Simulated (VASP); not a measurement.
The system is WC.

```
W C
1.0
     2.90050    0.00000    0.00000
    -1.45025    2.51191    0.00000
     0.00000    0.00000    2.82900
W C
1 1
Direct
  0.00000 0.00000 0.00000
  0.66667 0.33333 0.50000
```

Program: VASP 6.6.1. Alike in all runs: no spin polarisation; cell as given; k mesh 13 × 13 × 12; cutoff (eV) 520; smearing fermi-dirac 0.05 eV.

Order these runs on this cell by their pressure, lowest first.
A. level PBE; potentials or basis VASP PAW PBE potentials, release 64 (W_sv, C)
B. level PBEsol; potentials or basis VASP PAW PBE potentials, release 64 (W_sv, C)
C. level LDA; potentials or basis VASP PAW LDA potentials, release 64 (W_sv, C)

C (-4.7 GPa), B (0.4 GPa), A (9.6 GPa).

Caveats: the PAW data sets were made with another functional, which shifts forces and pressure a little (some runs).
